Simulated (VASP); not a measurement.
Runs of VASP 6.6.1 on GaN. The structure is that of space group F-43m (No. 216), or close to it. The cells are those of the table. 

```csv
level,potentials or basis,cell,k mesh,cutoff (eV),smearing,second run,gap on the mesh (eV),pressure (GPa),largest force (eV/Å)
PBE,"VASP PAW PBE potentials, release 64 (Ga_d, N)","a = 3.179 Å, angles 59.0°, 2 atoms",10 × 10 × 10,520,fermi-dirac 0.02 eV,-,1.85,11.1,0.01
r2SCAN,"VASP PAW PBE potentials, release 64 (Ga_d, N)","a = 3.184, b = 3.184, c = 3.085 Å, angles 61.0, 61.0, 58.0°, 2 atoms",10 × 10 × 10,520,gaussian 0.01 eV,-,(b),7.3,-
r2SCAN,"VASP PAW PBE potentials, release 64 (Ga_d, N)","a = 3.228 Å, angles 60.0°, 2 atoms",10 × 10 × 10,520,gaussian 0.01 eV,-,1.86,-7.0,-
PBE,"VASP PAW PBE potentials, release 64 (Ga_d, N)","a = 3.179 Å, angles 59.0°, 2 atoms",6 × 6 × 6,520,gaussian 0.01 eV,-,1.85,11.1,0.01
r2SCAN,"VASP PAW PBE potentials, release 64 (Ga_d, N)","a = 3.221, b = 3.221, c = 3.180 Å, angles 60.4, 60.4, 59.2°, 2 atoms",10 × 10 × 10,520,gaussian 0.01 eV,-,1.95,(a),-
r2SCAN,"VASP PAW PBE potentials, release 64 (Ga_d, N_h)","a = 3.228 Å, angles 60.0°, 2 atoms",10 × 10 × 10,910,gaussian 0.01 eV,hard_potentials,1.86,-7.1,-
PBE,"VASP PAW PBE potentials, release 64 (Ga_d, N)","a = 3.180 Å, angles 60.0°, 2 atoms",6 × 6 × 6,520,gaussian 0.01 eV,-,1.76,6.2,-
PBE,"VASP PAW PBE potentials, release 64 (Ga_d, N)","a = 3.212 Å, angles 59.3°, 2 atoms",6 × 6 × 6,520,gaussian 0.01 eV,-,1.63,3.4,0.01
```

Alike in all rows: task single point; no spin polarisation.

Q: Estimate the missing entries.

A: (a) -3.6; (b) 2.24.

Caveats: the PAW data sets were made with another functional, which shifts forces and pressure a little (some runs); the cutoff is under 1.25 times the usual one of these potentials, so pressure, stress and relaxed cells hold a basis-set (Pulay) error (some runs).

A k mesh can miss the band edges, and the runs leave out spin-orbit coupling on Ga.
